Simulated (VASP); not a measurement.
# InP (F-43m) in VASP: notebook, part 3 of 3

VASP 6.6.1. Earlier steps stand in the parts before.

**5. Relaxation of cell and atoms, PBEsol, target pressure 7 GPa, at which the enthalpy is minimised**

The input, INCAR:

```
PREC = Accurate
ENCUT = 600
EDIFF = 1E-7
ISMEAR = 0
SIGMA = 0.01
LREAL = F
LASPH = T
NELM = 100
ALGO = Normal
ISIF = 3
LWAVE = F
LCHARG = F
GGA = PS
IBRION = 2
NSW = 100
EDIFFG = -0.002
PSTRESS = 70.0
```

The input, KPOINTS:

```
regular mesh
0
Gamma
  6 6 6
```

The input, POSCAR:

```
InP
1.0
    0.0000000000      2.9393013716      2.9393013716
    2.9393013716      0.0000000000      2.9393013716
    2.9393013716      2.9393013716      0.0000000000
In P
1 1
Direct
    0.0000000000      0.0000000000      0.0000000000
    0.7500000000      0.7500000000      0.7500000000
```

Potentials or basis: VASP PAW PBE potentials, release 64 (In_d, P).

Launch:

```sh
cat potpaw_PBE.64/In_d/POTCAR potpaw_PBE.64/P/POTCAR > POTCAR
mpirun -np 1 vasp_std > vasp.out
```

OUTCAR:

```text
PREC = Accurate
   ENCUT = 600
   EDIFF = 1E-7
   ISMEAR = 0
   LREAL = F
   LASPH = T
   NELM = 100
   ISIF = 3
   GGA = PS
   IBRION = 2
   NSW = 100
   EDIFFG = -0.002
   PSTRESS = 70.0

 ion  position               nearest neighbor table
   1  0.000  0.000  0.000-   2 2.55   2 2.55   2 2.55   2 2.55
   2  0.750  0.750  0.750-   1 2.55   1 2.55   1 2.55   1 2.55

  LATTYP: Found a face centered cubic cell.
 ALAT       =     5.8786027432

  Lattice vectors:

 A1 = (   0.0000000000,   2.9393013716,   2.9393013716)
 A2 = (   2.9393013716,   0.0000000000,   2.9393013716)
 A3 = (   2.9393013716,   2.9393013716,   0.0000000000)

Analysis of symmetry for initial positions (statically):
=====================================================================
 Subroutine PRICEL returns:
 Original cell was already a primitive cell.

 Routine SETGRP: Setting up the symmetry group for a
 face centered cubic supercell.

 Subroutine GETGRP returns: Found 24 space group operations
 (whereof 24 operations were pure point group operations)
 out of a pool of 48 trial point group operations.

The static configuration has the point symmetry T_d .

Analysis of symmetry for dynamics (positions and initial velocities):
=====================================================================
 Subroutine PRICEL returns:
 Original cell was already a primitive cell.

 Routine SETGRP: Setting up the symmetry group for a
 face centered cubic supercell.

 Subroutine GETGRP returns: Found 24 space group operations
 (whereof 24 operations were pure point group operations)
 out of a pool of 48 trial point group operations.

The dynamic configuration has the point symmetry T_d .

 Subroutine INISYM returns: Found 24 space group operations
 (whereof 24 operations are pure point group operations),
 and found     1 'primitive' translations

----------------------------------------------------------------------------------------

                                     Primitive cell

  volume of cell :      50.7881

  direct lattice vectors                    reciprocal lattice vectors
     0.000000000  2.939301372  2.939301372    -0.170108450  0.170108450  0.170108450
     2.939301372  0.000000000  2.939301372     0.170108450 -0.170108450  0.170108450
     2.939301372  2.939301372  0.000000000     0.170108450  0.170108450 -0.170108450

  length of vectors
     4.156799864  4.156799864  4.156799864     0.294636478  0.294636478  0.294636478

  position of ions in fractional coordinates (direct lattice)
     0.000000000  0.000000000  0.000000000
     0.750000000  0.750000000  0.750000000

  ion indices of the primitive-cell ions
   primitive index   ion index
                 1           1
                 2           2

----------------------------------------------------------------------------------------

 KPOINTS: regular mesh

Automatic generation of k-mesh.
 Grid dimensions read from file:
 generate k-points for:    6    6    6

 Generating k-lattice:

  Cartesian coordinates                     Fractional coordinates (reciprocal lattice)
    -0.028351408  0.028351408  0.028351408     0.166666667  0.000000000  0.000000000
     0.028351408 -0.028351408  0.028351408     0.000000000  0.166666667  0.000000000
     0.028351408  0.028351408 -0.028351408     0.000000000  0.000000000  0.166666667

[... 31 lines left out ...]
   total plane-waves  NPLWV =  46656
   dimension x,y,z NGX =    36 NGY =   36 NGZ =   36
   dimension x,y,z NGXF=    72 NGYF=   72 NGZF=   72
   ions per type =               1   1
   NGX,Y,Z   is equivalent  to a cutoff of  14.40, 14.40, 14.40 a.u.
   NGXF,Y,Z  is equivalent  to a cutoff of  28.80, 28.80, 28.80 a.u.
 SYSTEM =  unknown system
   PREC   = accura    normal or accurate (medium, high low for compatibility)
   ISTART =      0    job   : 0-new  1-cont  2-samecut
   ICHARG =      2    charge: 1-file 2-atom 10-const
   ISPIN  =      1    spin polarized calculation?
   LNONCOLLINEAR =      F non collinear calculations
   LSORBIT =      F    spin-orbit coupling
   LASPH  =      T    aspherical Exc in radial PAW
   ENCUT  =  600.0 eV  44.10 Ry    6.64 a.u.   8.30  8.30  8.30*2*pi/ulx,y,z
   NELM   =    100;   NELMIN=  2; NELMDL= -5     # of ELM steps
   EDIFF  = 0.1E-06   stopping-criterion for ELM
   LREAL  =      F    real-space projection
   EDIFFG = -.2E-02   stopping-criterion for IOM
   NSW    =    100    number of steps for IOM
   IBRION =      2    ionic relax: 0-MD 1-quasi-New 2-CG
   NFREE  =      1    steps in history (QN), initial steepest desc. (CG)
   ISIF   =      3    stress and relaxation
   ISYM   =      2    0-nonsym 1-usesym 2-fastsym
   POTIM  = 0.5000    time-step for ionic-motion
   TEBEG  =    0.0;   TEEND  =   0.0 temperature during run
   PSTRESS=   70.0 pullay stress
   NELECT =      18.0000    total number of electrons
   NUPDOWN=      -1.0000    fix difference up-down
   EMIN   =  10.00;   EMAX   =-10.00  energy-range for DOS
   EFERMI =   0.00;   METHOD = LEGACY
   ISMEAR =     0;   SIGMA  =   0.01  broadening in eV -4-tet -1-fermi 0-gaus
   EFERMI_NEDOS =   21; number of points for ismear=-14 and -15
   IALGO  =     38    algorithm
   IMIX   =      4    mixing-type and parameters
     AMIX     =   0.40;   BMIX     =  1.00
     AMIX_MAG =   1.60;   BMIX_MAG =  1.00
  volume/ion in A,a.u.               =      25.39       171.37
  Fermi-wavevector in a.u.,A,eV,Ry     =   1.158541  2.189326 18.261986  1.342218
  Thomas-Fermi vector in A             =   2.295143
   LORBIT       =      0    0 simple, 1 ext, 2 COOP (PROOUT), +10 PAW based schemes
   GGA     = PS    functional components
   LHFCALC =     F    Hartree Fock is set to
   AEXX    =    0.0000 exact exchange contribution
   IVDW    =     0    specifies the selected vdW correction
   LEPSILON=     F    determine dielectric tensor
   LRPA    =     F    only Hartree local field effects (RPA)
 conjugate gradient relaxation of ions
 non-spin polarized calculation
 Gauss-broadening in eV      SIGMA  =   0.01
  energy-cutoff  :      600.00
  volume of cell :       50.79
 maximum number of plane-waves:      1711
 NGX is ok and might be reduce to    36
   NGX = 17   NGY = 17   NGZ = 17

--------------------------------------- Ionic step        1  -------------------------------------------

 number of electron      17.9999998 magnetization

 Free energy of the ion-electron system (eV)
  ---------------------------------------------------
  ext. energy  EPLUGINS =         0.00000000
  ---------------------------------------------------
  free energy    TOTEN  =        -9.14336278 eV

  energy without entropy =       -9.14336278  energy(sigma->0) =       -9.14336278

------------------------ aborting loop because EDIFF is reached ----------------------------------------

  FORCE on cell =-STRESS in cart. coord.  units (eV):
  Direction    XX          YY          ZZ          XY          YZ          ZX
  --------------------------------------------------------------------------------------
  -------------------------------------------------------------------------------------
  Total        0.0012259      0.0012259      0.0012259     -0.0000000      0.0000000      0.0000000
  in kB        0.0386727      0.0386727      0.0386727     -0.0000000      0.0000000      0.0000000
  external PRESSURE =     -69.9613273 kB  Pullay stress =      70.0000000 kB
[... 25 lines left out ...]
--------------------------------------- Ionic step        2  -------------------------------------------

 number of electron      18.0000002 magnetization

 E-fermi :   7.0656     XC(G=0): -10.1815

 val. band max:        6.9803416079   @ k =   0.0000   0.0000   0.0000
 cond. band min:       8.2976774523   @ k =   0.5000   0.5000   0.0000
 fundamental gap:      1.3173358443
 Fermi energy:         7.0656199413

 k-point     1 :       0.0000    0.0000    0.0000
  band No.  band energies     occupation
      1      -7.6227      2.00000
      2      -7.6227      2.00000
      3      -7.6227      2.00000
      4      -7.3718      2.00000
      5      -7.3718      2.00000
      6      -5.7761      2.00000
      7       6.9803      2.00000
      8       6.9803      2.00000
      9       6.9803      2.00000
     10       8.4052      0.00000
     11      10.9260      0.00000
     12      10.9260      0.00000
     13      10.9260      0.00000
[... 389 lines left out ...]
--------------------------------------- Ionic step        6  -------------------------------------------

 number of electron      18.0000001 magnetization

 Free energy of the ion-electron system (eV)
  ---------------------------------------------------
  ext. energy  EPLUGINS =         0.00000000
  ---------------------------------------------------
  free energy    TOTEN  =        -9.05900603 eV

  energy without entropy =       -9.05900603  energy(sigma->0) =       -9.05900603

 E-fermi :   6.0775     XC(G=0):  -9.8194

 val. band max:        5.9817376355   @ k =   0.0000   0.0000   0.0000
 cond. band min:       7.0023893733   @ k =   0.0000   0.0000   0.0000
 fundamental gap:      1.0206517378
 Fermi energy:         6.0775152782

 k-point     1 :       0.0000    0.0000    0.0000
  band No.  band energies     occupation
      1      -8.3634      2.00000
      2      -8.3634      2.00000
      3      -8.3634      2.00000
      4      -8.1662      2.00000
      5      -8.1662      2.00000
      6      -6.1294      2.00000
      7       5.9817      2.00000
      8       5.9817      2.00000
      9       5.9817      2.00000
     10       7.0024      0.00000
     11       9.9751      0.00000
     12       9.9751      0.00000
     13       9.9751      0.00000
[... 271 lines left out ...]
  energy  without entropy=       -9.0590060285  energy(sigma->0) =       -9.05900603

  enthalpy is  TOTEN    =        -7.0225647817 eV   P V=        2.0364412468

 reached required accuracy - stopping structural energy minimisation
```

CONTCAR:

```text
InP
   1.00000000000000
    -0.0000000000000000    2.8563942084898466    2.8563942084898466
     2.8563942084898466    0.0000000000000000    2.8563942084898466
     2.8563942084898466    2.8563942084898466    0.0000000000000000
  In              P
     1     1
Direct
     1.0000000000000000    0.0000000000000000    0.0000000000000000
     0.7500000000000000    0.7500000000000000    0.7500000000000000

  0.00000000E+00  0.00000000E+00  0.00000000E+00
  0.00000000E+00  0.00000000E+00  0.00000000E+00
```

Run time: 53 s. Hardware: 1 thread of Intel Xeon 6975P-C, shared host; peak memory 0.22 GiB.

Results:

| Quantity | Value |
| --- | --- |
| Free energy | -9.0590 eV |
| Relaxed volume | 23.31 Å³/atom |
| Relaxed cell | a = 4.040 Å, b = 4.040 Å, c = 4.040 Å, α = 60.00°, β = 60.00°, γ = 60.00° |
| Space group after relaxing (to 0.05 Å) | F-43m (No. 216) |
| Energy change on relaxing (the enthalpy is what falls) | +42.2 meV/atom |
| Ionic steps | 6 |
| Pressure after relaxing | 7.0 GPa |
| Band gap on the k mesh | 1.02 eV, direct |

Step by step:
| step | energy change (eV) | largest force (eV/Å) | pressure (GPa) | volume (Å³) |
| --- | --- | --- | --- | --- |
| 1 | 0.0000 | 0.0000 | 0.00 | 50.79 |
| 2 | 0.3329 | 0.0000 | 16.06 | 43.07 |
| 3 | 0.0821 | 0.0000 | 6.90 | 46.66 |
| 4 | 0.0856 | 0.0000 | 7.06 | 46.58 |
| 5 | 0.0833 | 0.0000 | 6.96 | 46.64 |
| 6 | 0.0844 | 0.0000 | 7.01 | 46.61 |

Final structure:
```xyz
2
Lattice="0.0000 2.8564 2.8564 2.8564 0.0000 2.8564 2.8564 2.8564 0.0000" Properties=species:S:1:pos:R:3 pbc="T T T"
In    0.0000    2.8564    2.8564
P     4.2846    4.2846    4.2846
```

Caveat: the cell is relaxed towards a set pressure, so the enthalpy falls and the energy may rise; the PAW data sets were made with another functional, which shifts forces and pressure a little; spin-orbit coupling is left out, which moves the levels of the heavy elements.

**6. Summary**

| cell | gap on the mesh (eV) | pressure (GPa) |
| --- | --- | --- |
| relaxed to 1 GPa | 0.64 | 1.0 |
| relaxed to 2 GPa | 0.71 | 2.0 |
| relaxed to 4 GPa | 0.85 | 4.0 |
| relaxed to 7 GPa | 1.02 | 7.0 |

Alike in all rows: task relaxation of cell and atoms; level PBEsol; potentials or basis VASP PAW PBE potentials, release 64 (In_d, P); no spin polarisation; k mesh 6 × 6 × 6; cutoff (eV) 600; smearing gaussian 0.01 eV.

Caveats: the cell is relaxed towards a set pressure, so the enthalpy falls and the energy may rise; the PAW data sets were made with another functional, which shifts forces and pressure a little; spin-orbit coupling is left out, which moves the levels of the heavy elements.

Absolute energies hang on the potentials; compare differences alone.
